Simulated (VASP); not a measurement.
KI: single point with HSE06

Crystal: KI.

```
CELL_PARAMETERS angstrom
0.00000 3.96589 3.96589
3.96589 0.00000 3.96589
3.96589 3.96589 0.00000
ATOMIC_POSITIONS crystal
K 0.00000 0.00000 0.00000
I 0.25000 0.25000 0.25000
```

```yaml
Program: VASP 6.6.1
Task: single point
Functional: HSE06
Potentials_or_basis: VASP PAW PBE potentials, release 64 (K_sv, I)
Cutoff: 520 eV
k_mesh: 4 × 4 × 4
Occupations: gaussian, width 0.01 eV
Spin: no spin polarisation
Dipole_correction: no
Grid_for_exact_exchange_PRECFOCK: Normal
Further_INCAR_settings: ALGO = Normal; EDIFF = 1e-07; NBANDS = 15
Screening_parameter: 0.2079 1/Å
```

```
Pressure               : 0.1 GPa
Band gap on the k mesh : 4.88 eV, direct
```

Levels at points of the mesh, in eV from the valence-band top:
```tsv
k point	band 6	band 7	band 8	band 9	band 10	band 11
(0.00, 0.00, 0.00)	0.00	0.00	0.00	4.88	8.78	8.78
(0.50, 0.00, 0.00)	-0.48	-0.01	-0.01	6.66	7.50	8.22
(0.50, 0.50, 0.00)	-0.50	-0.07	-0.07	6.23	7.29	9.04
```

It took 6.9 min on 1 thread of Intel(R) Xeon(R) Platinum 8488C (Sapphire Rapids), on a shared host, peak memory 0.39 GiB.

Caveat: the PAW data sets were made with another functional, which shifts forces and pressure a little; spin-orbit coupling is left out, which moves the levels of the heavy elements.
